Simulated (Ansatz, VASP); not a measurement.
Mo in VASP and in Ansatz

File INCAR:

```
SYSTEM = Mo
  ALGO = Normal
  EDIFF = 1E-6
  ENCUT = 520
  ISIF = 2
  ISMEAR = -1
  LASPH = .True.
  LCHARG = .False.
  LREAL = .False.
  LWAVE = .False.
  NBANDS = 13
  NELM = 80
  PREC = Accurate
  SIGMA = 0.1
```

KPOINTS

```
k-points
0
Gamma
  19 19 19
  0 0 0
```

Contents of POSCAR:

```
Mo
1.0
   -1.3943026352      1.3943026352      1.3943026352
    1.3943026352     -1.3943026352      1.3943026352
    1.3943026352      1.3943026352     -1.3943026352
Mo
1
Direct
    0.0000000000      0.0000000000      0.0000000000
```

Input for Ansatz:

```yaml
crystal:
  lattice:
    - [-1.3943026352, 1.3943026352, 1.3943026352]
    - [1.3943026352, -1.3943026352, 1.3943026352]
    - [1.3943026352, 1.3943026352, -1.3943026352]
  atoms:
    - { symbol: Mo, position: [0.0, 0.0, 0.0] }
kpoints:
  mp_grid: { grid: [19, 19, 19] }
scf:
  occupations: { method: fermi_dirac, width: 0.1 }
hamiltonian:
  xc: lda
  pseudopotentials: { kind: all_electron, lapw: { basis_error: 0.001 } }
output:
  forces: true
  stress: true
  eigenvalues: true
  populations: true
```

Change from the starting cell: volume scaled by 0.72, LAPW.

Alike in both runs: task single point; functional LDA; k mesh 19 × 19 × 19; occupations fermi-dirac, width 0.1 eV; no spin polarisation.

|  | VASP | Ansatz |
| --- | --- | --- |
| version | VASP 6.6.1 | Ansatz 0.2.0 |
| potentials or method | VASP PAW LDA potentials, release 64 (Mo_sv), cutoff 520 eV | all-electron LAPW, scalar-relativistic |

```tsv
	VASP	Ansatz	Ansatz less VASP
pressure (GPa)	188.3	184.5	-3.80
```

LDA's correlation is that of Perdew and Zunger in VASP and of Perdew and Wang (1992) in Ansatz. Both programs put the cell under a high pressure, so it lies far from rest at this level. Ansatz ran all-electron here, and VASP with PAW potentials.

Noted on VASP's run: the cell as given lies far from equilibrium.
